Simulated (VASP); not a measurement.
WS2 (Tungstenite), 6 atoms in the cell. It takes space group P6_3/mmc (No. 194, hexagonal). Conventional cell: a = 3.180 Å, b = 3.180 Å, c = 12.500 Å, α = 90.00°, β = 90.00°, γ = 120.00°. W (site symmetry -6m2) has 6 S at 2.41 Å and 6 W at 3.18 Å within 3.2 Å. S (site symmetry 3m) has 3 W at 2.41 Å and 7 S at 3.12 to 3.18 Å within 3.2 Å. 

- Program: VASP 6.6.1
- Task: single point
- Functional: BLYP
- Potentials or basis: VASP PAW PBE potentials, release 64 (W_sv, S)
- Cutoff: 520 eV
- k mesh: 10 × 10 × 3
- Occupations: fermi-dirac, width 0.05 eV
- Spin: no spin polarisation
- Dipole correction: no
- Further INCAR settings: ALGO = Normal; EDIFF = 1e-06; NBANDS = 35

Potentials or basis: VASP PAW PBE potentials, release 64 (W_sv, S).

Run with:

```console
$ cat potpaw_PBE.64/W_sv/POTCAR potpaw_PBE.64/S/POTCAR > POTCAR
$ mpirun -np 1 vasp_std > vasp.out
```

Hardware: 1 thread of Intel(R) Xeon(R) 6975P-C (Granite Rapids), with other jobs on the host.

**Question.** Estimate the wall time of this run.

**Answer.** Run time: 66 s on 1 thread of Intel(R) Xeon(R) 6975P-C (Granite Rapids), with other jobs on the host, peak memory 0.27 GiB. Counts: scf iterations 16, k points 28.
